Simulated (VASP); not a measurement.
LaNb4O:

```
La Nb O
1.0
     4.95608    0.00000    0.00000
     0.00000    4.95608    0.00000
     0.00000    0.00000    4.74732
La Nb O
1 4 1
Direct
  0.50000 0.50000 0.00000
  0.00000 0.50000 0.76244
  0.50000 0.00000 0.76244
  0.00000 0.50000 0.23756
  0.50000 0.00000 0.23756
  0.00000 0.00000 0.00000
```

- Program: VASP 6.6.1
- Task: relaxation of cell and atoms
- Functional: PBE
- Potentials or basis: VASP PAW PBE potentials, release 64 (La, Nb_sv, O)
- Cutoff: 600 eV
- k mesh: 4 × 4 × 4
- Occupations: gaussian, width 0.1 eV
- Spin: no spin polarisation

At the start: pressure 11.7 GPa; volume 19.43 Å³/atom.

**Question.** Where does the relaxation end?

**Answer.** Over 25 steps the energy falls by 1012.4 meV/atom and the volume is 18.90 Å³/atom (-2.7 %); space group P4/mmm (No. 123, to 0.05 Å).

Step by step:
```tsv
step	energy change (eV)	largest force (eV/Å)	pressure (GPa)	volume (Å³)
1	0.0000	2.0134	11.72	116.61
2	-0.4615	0.1967	-11.70	141.67
3	-0.9262	0.6589	-4.66	129.90
4	-1.4344	0.5602	-3.61	123.24
5	-1.7595	0.2806	-0.69	116.37
6	-2.1781	0.4149	12.67	102.47
7	3.0848	1.0115	104.27	74.86
8	-2.1916	0.1513	14.72	101.32
9	-2.3363	0.2705	14.97	100.96
10	-2.7771	0.5277	16.06	99.71
11	-3.7367	0.6046	21.17	96.56
12	-2.7462	0.6768	51.36	87.96
13	-4.0607	0.0373	30.05	93.25
14	-4.7870	0.1401	24.70	96.21
15	-5.3274	0.2937	16.16	101.94
16	-5.6885	0.3392	10.61	105.01
17	-6.0262	0.4237	1.57	111.42
18	-6.0407	0.4412	-0.16	112.95
19	-6.0410	0.4424	-0.48	113.22
20	-6.0497	0.3753	-0.23	113.11
21	-6.0620	0.1264	0.61	112.77
22	-6.0661	0.1023	0.28	113.11
23	-6.0711	0.0351	-0.65	114.10
24	-6.0740	0.0045	-0.24	113.73
25	-6.0745	0.0215	0.20	113.43
```

Final structure:
```cif
data_structure
_symmetry_space_group_name_H-M 'P 1'
_symmetry_Int_Tables_number 1
_cell_length_a 3.8308
_cell_length_b 3.8308
_cell_length_c 7.7292
_cell_angle_alpha 90.000
_cell_angle_beta 90.000
_cell_angle_gamma 90.000
_cell_volume 113.43
loop_
_atom_site_label
_atom_site_type_symbol
_atom_site_fract_x
_atom_site_fract_y
_atom_site_fract_z
_atom_site_occupancy
La1 La 0.50000 0.50000 0.00000 1
Nb1 Nb 0.00000 0.50000 0.66473 1
Nb2 Nb 0.50000 0.00000 0.66473 1
Nb3 Nb 0.00000 0.50000 0.33527 1
Nb4 Nb 0.50000 0.00000 0.33527 1
O1 O 0.00000 0.00000 0.00000 1
```

Caveat: an odd number of electrons without spin polarisation forces a metal; a magnetic or distorted state may lie lower.
